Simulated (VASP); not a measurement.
A run of VASP 6.6.1 is set up as follows.

The input INCAR:

```
SYSTEM = CdSe
ALGO     = Normal         ! electronic algorithm
EDIFF    = 1E-6           ! SCF threshold, eV
ENCUT    = 520            ! plane-wave cutoff, eV
GGA      = PE             ! functional
ISIF     = 2              ! what is computed and relaxed
ISMEAR   = 0              ! smearing method
LASPH    = .TRUE.         ! aspherical terms in the spheres
LCHARG   = .FALSE.        ! write CHGCAR
LREAL    = .FALSE.        ! projectors in reciprocal space
LWAVE    = .FALSE.        ! write WAVECAR
NBANDS   = 16             ! bands
NELM     = 80             ! most SCF steps
PREC     = Accurate       ! precision mode
SIGMA    = 0.022          ! smearing width, eV
```

KPOINTS

```
k-points
0
G
  8 8 8
  0 0 0
```

File POSCAR:

```
CdSe
1.0
    0.0000000000      3.0702711986      3.0702711986
    3.0702711986      0.0000000000      3.0702711986
    3.0702711986      3.0702711986      0.0000000000
Cd Se
1 1
Direct
    0.0000000000      0.0000000000      0.0000000000
    0.2500000000      0.2500000000      0.2500000000
```

Potentials or basis: VASP PAW PBE potentials, release 64 (Cd, Se).

Run with:

```bash
$ cat potpaw_PBE.64/Cd/POTCAR potpaw_PBE.64/Se/POTCAR > POTCAR
$ mpirun -np 1 vasp_std > vasp.out
```

(1) Predict the pressure.

(2) Estimate the band gap on the k mesh.

## Answers

(1) 1.6 GPa.

(2) 0.55 eV, direct.
